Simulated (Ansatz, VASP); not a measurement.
# One calculation of Si3Ge, two programs

```
Si Ge
1.0
     3.88810    0.00000    0.00000
     0.00000    3.88810    0.00000
     0.00000    0.00000    5.48368
Si Ge
3 1
Direct
  0.50000 0.00000 0.75488
  0.50000 0.50000 0.00000
  0.00000 0.50000 0.24512
  0.00000 0.00000 0.50000
```

Alike in both runs: task single point; functional PBE; k mesh 6 × 6 × 6; no spin polarisation.

```csv
,VASP,Ansatz
version,VASP 6.6.1,Ansatz 0.2.0
potentials or method,"VASP PAW PBE potentials, release 64 (Si, Ge_d)","plane waves, PAW"
plane-wave cutoff (eV),520,420
occupations,"gaussian, width 0.01 eV",fixed
valence electrons in the cell,26,26
```

|  | VASP | Ansatz | Ansatz less VASP |
| --- | --- | --- | --- |
| gap on the k mesh at the Fermi level (eV) | 0.38 | 0.38 | -0.002 |
| pressure (GPa) | 1.7 | 1.8 | +0.11 |
| rms of the force components (eV/Å) | 0.036 | 0.036 | +0.0005 |

Atom by atom the forces differ by 0.001 eV/Å (rms over components).
